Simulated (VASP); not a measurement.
Wanted: the native input for a VASP 6.6.1 run.

| Quantity | Value |
| --- | --- |
| Task | relaxation of cell and atoms |
| Functional | LDA |
| Potentials or basis | VASP PAW LDA potentials, release 64 (Ti_sv, B) |
| Cutoff | 600 eV |
| k mesh | 16 × 16 × 14 |
| Occupations | gaussian, width 0.2 eV |
| Spin | no spin polarisation |
| Dipole correction | no |
| Further INCAR settings | ALGO = Normal; EDIFF = 1e-06; IBRION = 2; EDIFFG = -0.001; NSW = 80; ISIF = 3 |

The structure of TiB2 lies in POSCAR:

```
TiB2
1.0
    3.0292000000      0.0000000000      0.0000000000
   -1.5146000000      2.6233641531      0.0000000000
    0.0000000000      0.0000000000      3.2284000000
Ti B
1 2
Direct
    0.0000000000      0.0000000000      0.0000000000
    0.3333333333      0.6666666667      0.5000000000
    0.6666666667      0.3333333333      0.5000000000
```

One way to write it, as run:

INCAR

```
PREC = Accurate ; ENCUT = 600
EDIFF = 1E-6 ; ISMEAR = 0
SIGMA = 0.2 ; LREAL = F
LASPH = T ; NELM = 80
ALGO = Normal ; ISIF = 3
LWAVE = F ; LCHARG = F
IBRION = 2 ; NSW = 80
EDIFFG = -0.001
```

KPOINTS

```
Automatic mesh
0
Gamma
  16 16 14
```

Potentials or basis: VASP PAW LDA potentials, release 64 (Ti_sv, B).

Command:

```console
$ cat potpaw_LDA.64/Ti_sv/POTCAR potpaw_LDA.64/B/POTCAR > POTCAR
$ mpirun -np 1 vasp_std > vasp.out
```

It gave:

| Property | Result |
| --- | --- |
| Relaxed volume | 8.19 Å³/atom |
| Relaxed cell | a = 2.996 Å, b = 2.996 Å, c = 3.162 Å, α = 90.00°, β = 90.00°, γ = 120.00° |
| Space group after relaxing (to 0.1 Å) | P6/mmm (No. 191) |
| Energy gained by relaxing | 12.9 meV/atom |
| Ionic steps | 13 |
| Pressure after relaxing | 0.0 GPa |
| Band gap on the k mesh | zero (bands 9 and 10 overlap by 0.64 eV) |

Wall time 3.8 min on 1 thread of Intel(R) Xeon(R) Platinum 8488C (Sapphire Rapids) (shared host), peak memory 0.23 GiB.
